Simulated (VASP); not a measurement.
# Ti3H in VASP: relaxation of the atoms with PBE

Aim: the relaxation of the atoms of Ti3H with PBE.

Everything below comes from runs of VASP 6.6.1. Logs are shortened: lines on timing, memory, paths and dates and some standing lists are left out, and cuts for length are marked.

**1. The cell of the first run**

The cell holds a slab with vacuum, 4 atoms: a = 2.908 Å, b = 2.908 Å, c = 19.306 Å, α = 90.00°, β = 90.00°, γ = 90.00°.

**2. Relaxation of the atoms, PBE**

The input, INCAR:

```
  ALGO = Fast
  DIPOL = 0.5 0.5 0.348
  EDIFF = 1E-7
  EDIFFG = -0.025
  ENCUT = 520
  GGA = PE
  IBRION = 2
  IDIPOL = 3
  ISIF = 2
  ISMEAR = 0
  LASPH = True
  LCHARG = False
  LDIPOL = True
  LREAL = False
  LWAVE = False
  NELM = 80
  NSW = 36
  PREC = Accurate
  SIGMA = 0.1
```

The input, KPOINTS:

```
k-points
0
Gamma
  9 9 1
```

The input, POSCAR:

```
Ti3H
1.0
    2.9075446922      0.0000000000      0.0000000000
    0.0000000000      2.9075446922      0.0000000000
    0.0000000000      0.0000000000     19.3059825228
Ti H
3 1
Selective dynamics
Direct
    0.5000000000      0.5000000000      0.2071896623  F F F
    0.0000000000      0.0000000000      0.3057583538  F F F
    0.5000000000      0.5000000000      0.4043297208  F F F
    0.6666666667      0.8333333333      0.4759498557  F F T
```

Potentials or basis: VASP PAW PBE potentials, release 64 (Ti_sv, H).

Command:

```bash
$ cat potpaw_PBE.64/Ti_sv/POTCAR potpaw_PBE.64/H/POTCAR > POTCAR
$ mpirun -np 1 vasp_std > vasp.out
```

OUTCAR:

```text
EDIFF = 1E-7
   EDIFFG = -0.025
   ENCUT = 520
   GGA = PE
   IBRION = 2
   ISIF = 2
   ISMEAR = 0
   LASPH = True
   LREAL = False
   NELM = 80
   NSW = 36
   PREC = Accurate

 ion  position               nearest neighbor table
   1  0.500  0.500  0.207-   2 2.80   2 2.80   2 2.80   2 2.80
   2  0.000  0.000  0.306-   1 2.80   1 2.80   1 2.80   1 2.80   3 2.80   3 2.80   3 2.80   3 2.80

   3  0.500  0.500  0.404-   4 1.76   2 2.80   2 2.80   2 2.80   2 2.80
   4  0.667  0.833  0.476-   3 1.76

  LATTYP: Found a simple tetragonal cell.
 ALAT       =     2.9075446922
 C/A-ratio  =     6.6399607114

  Lattice vectors:

 A1 = (   2.9075446922,   0.0000000000,   0.0000000000)
 A2 = (   0.0000000000,   2.9075446922,   0.0000000000)
 A3 = (   0.0000000000,   0.0000000000,  19.3059825228)

Analysis of symmetry for initial positions (statically):
=====================================================================
 Subroutine PRICEL returns:
 Original cell was already a primitive cell.

 Routine SETGRP: Setting up the symmetry group for a
 simple tetragonal supercell.

 Subroutine GETGRP returns: Found  1 space group operations
 (whereof  1 operations were pure point group operations)
 out of a pool of 16 trial point group operations.

The static configuration has the point symmetry C_1 .

Analysis of symmetry for dynamics (positions and initial velocities):
=====================================================================
 Subroutine PRICEL returns:
 Original cell was already a primitive cell.

 Routine SETGRP: Setting up the symmetry group for a
 simple tetragonal supercell.

 Subroutine GETGRP returns: Found  1 space group operations
 (whereof  1 operations were pure point group operations)
 out of a pool of 16 trial point group operations.

The dynamic configuration has the point symmetry C_1 .

Analysis of constrained symmetry for selective dynamics:
=====================================================================
 Subroutine PRICEL returns:
 Original cell was already a primitive cell.

 Routine SETGRP: Setting up the symmetry group for a
 simple tetragonal supercell.

[... 140 lines left out ...]
 non-spin polarized calculation
 RMM-DIIS sequential band-by-band and
 Gauss-broadening in eV      SIGMA  =   0.10
  energy-cutoff  :      520.00
  volume of cell :      163.21
 maximum number of plane-waves:      4439
 NGX is ok and might be reduce to    24
   NGX = 11   NGY = 11   NGZ = 71

 dipolmoment           0.000000      0.000000     -0.032135 electrons x Angstroem

--------------------------------------- Ionic step        1  -------------------------------------------

 number of electron      37.0000013 magnetization

 Free energy of the ion-electron system (eV)
  ---------------------------------------------------
  ext. energy  EPLUGINS =         0.00000000
  ---------------------------------------------------
  free energy    TOTEN  =       -25.18817128 eV

  energy without entropy =      -25.15480906  energy(sigma->0) =      -25.17149017

------------------------ aborting loop EDIFF was not reached (unconverged)  ----------------------------

  FORCE on cell =-STRESS in cart. coord.  units (eV):
  Direction    XX          YY          ZZ          XY          YZ          ZX
  --------------------------------------------------------------------------------------
  -------------------------------------------------------------------------------------
  Total       -1.0361013     -1.0959685      1.1399581      0.1673664      1.2186654      0.4202092
  in kB      -10.1711042    -10.7588027     11.1906362      1.6429866     11.9632828      4.1250710
  external PRESSURE =      -3.2464236 kB  Pullay stress =       0.0000000 kB
[... 25 lines left out ...]
--------------------------------------- Ionic step        2  -------------------------------------------

 number of electron      37.0000013 magnetization

------------------------ aborting loop because EDIFF is reached ----------------------------------------

  FORCE on cell =-STRESS in cart. coord.  units (eV):
  Direction    XX          YY          ZZ          XY          YZ          ZX
  --------------------------------------------------------------------------------------
  -------------------------------------------------------------------------------------
  Total       -1.0255244     -1.0903266      1.1803556      0.1626180      1.2105932      0.4132617
  in kB      -10.0672734    -10.7034177     11.5872068      1.5963731     11.8840396      4.0568691
  external PRESSURE =      -3.0611614 kB  Pullay stress =       0.0000000 kB
[... 25 lines left out ...]
--------------------------------------- Ionic step        3  -------------------------------------------

 number of electron      37.0000013 magnetization

 dipolmoment           0.000000      0.000000      0.077332 electrons x Angstroem

 Free energy of the ion-electron system (eV)
  ---------------------------------------------------
  ext. energy  EPLUGINS =         0.00000000
  ---------------------------------------------------
  free energy    TOTEN  =       -25.18830165 eV

  energy without entropy =      -25.15492826  energy(sigma->0) =      -25.17161496

 E-fermi :  -0.3358     XC(G=0):  -4.8070

 val. band max:       -0.3453576692   @ k =   0.3333   0.4444   0.0000
 cond. band min:      -0.3218647511   @ k =   0.2222   0.4444   0.0000
 fundamental gap:      0.0234929181
 Fermi energy:        -0.3357976303

 k-point     1 :       0.0000    0.0000    0.0000
  band No.  band energies     occupation
      1     -57.1555      2.00000
      2     -57.1356      2.00000
      3     -56.7439      2.00000
      4     -33.5911      2.00000
      5     -33.4507      2.00000
      6     -33.2351      2.00000
[... 589 lines left out ...]
     21       0.4906      0.00000
     22       0.5847      0.00000

 [... further k-points ...]

------------------------ aborting loop because EDIFF is reached ----------------------------------------

 vacuum level on the upper side and lower side of the slab       (xc-potential included)         0.608        -1.042

  FORCE on cell =-STRESS in cart. coord.  units (eV):
  Direction    XX          YY          ZZ          XY          YZ          ZX
  --------------------------------------------------------------------------------------
  -------------------------------------------------------------------------------------
  Total       -1.0283787     -1.1032613      1.1493508      0.1568296      1.1954461      0.4057526
  in kB      -10.0952937    -10.8303937     11.2828411      1.5395507     11.7353457      3.9831552
  external PRESSURE =      -3.2142821 kB  Pullay stress =       0.0000000 kB
[... 19 lines left out ...]
  FREE ENERGIE OF THE ION-ELECTRON SYSTEM (eV)
  ---------------------------------------------------
  free  energy   TOTEN  =       -25.1883016547 eV

  energy  without entropy=      -25.1549282575  energy(sigma->0) =      -25.17161496

 reached required accuracy - stopping structural energy minimisation

 vacuum level on the upper side and lower side of the slab         4.876         3.175
```

CONTCAR:

```text
Ti3H
   1.00000000000000
     2.9075446922000001    0.0000000000000000    0.0000000000000000
     0.0000000000000000    2.9075446922000001    0.0000000000000000
     0.0000000000000000    0.0000000000000000   19.3059825228000008
  Ti              H
     3     1
Selective dynamics
Direct
     0.5000000000000000    0.5000000000000000    0.2071896623000029   F   F   F
     0.0000000000000000    0.0000000000000000    0.3057583538000017   F   F   F
     0.5000000000000000    0.5000000000000000    0.4043297207999998   F   F   F
     0.6666666667000030    0.8333333332999970    0.4762496828610015   F   F   T

  0.00000000E+00  0.00000000E+00  0.00000000E+00
  0.00000000E+00  0.00000000E+00  0.00000000E+00
  0.00000000E+00  0.00000000E+00  0.00000000E+00
  0.00000000E+00  0.00000000E+00  0.00000000E+00
```

Run time: 19 min. Hardware: 1 thread of Oxide Virtual Turin-like, shared host; peak memory 0.34 GiB.

What came out:

```
Free energy               : -25.1883 eV
Energy gained by relaxing : 0.0 meV/atom
Ionic steps               : 3
Band gap on the k mesh    : zero (an odd number of electrons rules out a gap without spin polarisation)
```

Step by step:
| step | energy change (eV) | largest force on free atoms (eV/Å) | pressure (GPa) |
| --- | --- | --- | --- |
| 1 | 0.0000 | 0.0443 | -0.32 |
| 2 | -0.0001 | 0.0279 | -0.31 |
| 3 | -0.0001 | 0.0058 | -0.32 |

Final structure:
```
Ti H
1.0
     2.90754    0.00000    0.00000
     0.00000    2.90754    0.00000
     0.00000    0.00000   19.30598
Ti H
3 1
Direct
  0.50000 0.50000 0.20719
  0.00000 0.00000 0.30576
  0.50000 0.50000 0.40433
  0.66667 0.83333 0.47625
```
